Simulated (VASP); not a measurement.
## Ni2Pt: single point with PBE

Ni2Pt:

```
Ni Pt
1.0
     2.66534    0.00000    0.00000
    -1.33267    2.30825    0.00000
     0.00000    0.00000    6.26161
Ni Pt
2 1
Direct
  0.66667 0.33333 0.84738
  0.33333 0.66667 0.15262
  0.00000 0.00000 0.50000
```

- Program: VASP 6.6.1
- Task: single point
- Functional: PBE
- Potentials or basis: VASP PAW PBE potentials, release 64 (Ni, Pt)
- Cutoff: 520 eV
- k mesh: 18 × 18 × 8
- Occupations: gaussian, width 0.1 eV
- Spin: collinear spin, ferromagnetic start
- Starting moments: [0.88, 0.88, 0.21] μB
- Dipole correction: no
- Further INCAR settings: ALGO = Normal; EDIFF = 1e-07; NBANDS = 26

```json
{
 "Pressure": "-0.2 GPa",
 "Largest force": "0.007 eV/Å",
 "Net moment": "1.66 μB per cell",
 "Site moments": "Ni +0.75; Pt +0.20 μB",
 "Valence electrons inside the program's atomic spheres": "Ni 9.16; Pt 9.44"
}
```

Forces in eV/Å, atoms in the order of the input:
```
Ni   0.000  0.000 -0.007
Ni   0.000  0.000  0.007
Pt   0.000  0.000  0.000
```

Levels at points of the mesh, in eV from the Fermi level:
Spin up:
| k point | band 12 | band 13 | band 14 | band 15 | band 16 | band 17 | band 18 | band 19 | band 20 | band 21 |
| --- | --- | --- | --- | --- | --- | --- | --- | --- | --- | --- |
| (0.00, 0.00, 0.00) | -1.87 | -1.25 | -1.25 | -1.05 | -1.05 | -0.85 | -0.85 | 10.24 | 11.42 | 15.74 |
| (0.50, 0.00, 0.00) | -0.71 | -0.48 | -0.42 | 0.48 | 1.23 | 2.17 | 2.34 | 5.73 | 7.01 | 9.04 |
| (0.00, 0.00, 0.50) | -1.48 | -1.48 | -1.33 | -1.33 | -0.44 | -0.44 | 0.16 | 6.09 | 15.69 | 16.02 |
| (0.50, 0.00, 0.50) | -0.79 | -0.71 | -0.55 | -0.41 | 0.47 | 1.81 | 2.88 | 5.53 | 9.04 | 10.68 |
Spin down:
```tsv
k point	band 10	band 11	band 12	band 13	band 14	band 15	band 16	band 17	band 18	band 19
(0.00, 0.00, 0.00)	-1.47	-1.47	-1.14	-0.66	-0.66	-0.44	-0.44	-0.14	-0.14	10.45
(0.50, 0.00, 0.00)	-1.39	-0.01	0.01	0.36	0.36	0.68	1.66	2.16	2.51	6.09
(0.00, 0.00, 0.50)	-1.36	-1.36	-1.07	-1.07	-0.70	-0.70	0.16	0.28	0.28	6.39
(0.50, 0.00, 0.50)	-0.73	-0.44	-0.35	0.01	0.17	0.18	0.63	2.17	3.13	5.82
```

Wall time 7.9 min on 1 thread of Intel Xeon 8259CL (shared host), peak memory 0.48 GiB.

Caveat: spin-orbit coupling is left out, which moves the levels of the heavy elements.
